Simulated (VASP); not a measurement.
Write the native input for VASP 6.6.1 that does the following.

* Task: single point
* Functional: LDA
* Potentials or basis: VASP PAW LDA potentials, release 64 (Ir, Tc_pv)
* Cutoff: 520 eV
* k mesh: 7 × 7 × 7
* Occupations: gaussian, width 0.05 eV
* Spin: no spin polarisation
* Dipole correction: no
* Further INCAR settings: ALGO = Normal; EDIFF = 1e-06; NBANDS = 18

The structure of TcIr lies in POSCAR:

```
TcIr
1.0
    3.0495332704      0.0000000000      0.0000000000
    0.0000000000      3.0495332704      0.0000000000
    0.0000000000      0.0000000000      3.0495332704
Ir Tc
1 1
Direct
    0.0000000000      0.0000000000      0.0000000000
    0.5000000000      0.5000000000      0.5000000000
```

One way to write it, as run:

INCAR

```
SYSTEM = TcIr
PREC = Accurate ; ENCUT = 520
EDIFF = 1E-6 ; ISMEAR = 0
SIGMA = 0.05 ; LREAL = .FALSE.
LASPH = .TRUE. ; NELM = 100
ALGO = Normal ; ISIF = 2
LWAVE = .FALSE. ; LCHARG = .FALSE.
NBANDS = 18
```

KPOINTS

```
Automatic mesh
0
G
  7 7 7
  0 0 0
```

Potentials or basis: VASP PAW LDA potentials, release 64 (Ir, Tc_pv).

Launch:

```sh
$ cat potpaw_LDA.64/Ir/POTCAR potpaw_LDA.64/Tc_pv/POTCAR > POTCAR
$ mpirun -np 1 vasp_std > vasp.out
```

Results of the run:

```yaml
Pressure: 1.2 GPa
Band_gap_on_the_k_mesh: zero (band 11 reaches 11.93 eV, above the bottom of band 12 at 10.24 eV)
```

Caveat: spin-orbit coupling is left out, which moves the levels of the heavy elements.

Run time: 9.5 s on 1 thread of Intel Xeon 8259CL (shared host), peak memory 0.13 GiB.
